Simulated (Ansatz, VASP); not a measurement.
**Sn: VASP beside Ansatz**

INCAR

```
SYSTEM = Sn
PREC = Accurate
ENCUT = 520
EDIFF = 1E-6
ISMEAR = 0
SIGMA = 0.15
LREAL = .FALSE.
LASPH = .TRUE.
NELM = 100
ALGO = Fast
ISIF = 2
LWAVE = .FALSE.
LCHARG = .FALSE.
GGA = CA
NBANDS = 13
```

The input KPOINTS:

```
regular mesh
0
G
  20 20 20
  0 0 0
```

POSCAR

```
Sn
1.0
   -1.6833755250      1.7311583250      2.3968005500
    1.6833755250     -1.7311583250      2.3968005500
    1.6833755250      1.7311583250     -2.3968005500
Sn
1
Direct
    0.0000000000      0.0000000000      0.0000000000
```

Input for Ansatz:

```yaml
crystal:
  lattice:
    - [-1.683375525, 1.731158325, 2.39680055]
    - [1.683375525, -1.731158325, 2.39680055]
    - [1.683375525, 1.731158325, -2.39680055]
  atoms:
    - { symbol: Sn, position: [0.0, 0.0, 0.0] }
basis:
  ecutwfc: 420
kpoints:
  mp_grid: { grid: [20, 20, 20] }
hamiltonian:
  xc: lda
scf:
  occupations: { method: gaussian, width: 0.15 }
output:
  forces: true
  stress: true
  eigenvalues: true
```

Change from the starting cell: strain -0.025 along x and y, +0.025 along z, atoms carried along.

Alike in both runs: task single point; functional LDA; k mesh 20 × 20 × 20; occupations gaussian, width 0.15 eV; no spin polarisation.

|  | VASP | Ansatz |
| --- | --- | --- |
| version | VASP 6.6.1 | Ansatz 0.2.0 |
| potentials or method | VASP PAW LDA potentials, release 64 (Sn_d), cutoff 520 eV | scalar-relativistic, plane waves, PAW |
| valence electrons in the cell | 14 | 14 |

```tsv
	VASP	Ansatz	Ansatz less VASP
gap on the k mesh at the Fermi level (eV)	none	none	-
pressure (GPa)	-3.7	-3.7	-0.01
traceless stress, the component that is largest in VASP (GPa)	0.25	0.25	0.000
```

LDA's correlation is that of Perdew and Zunger in VASP and of Perdew and Wang (1992) in Ansatz. A gap of «none» marks a metal or a gap that the smearing closes.
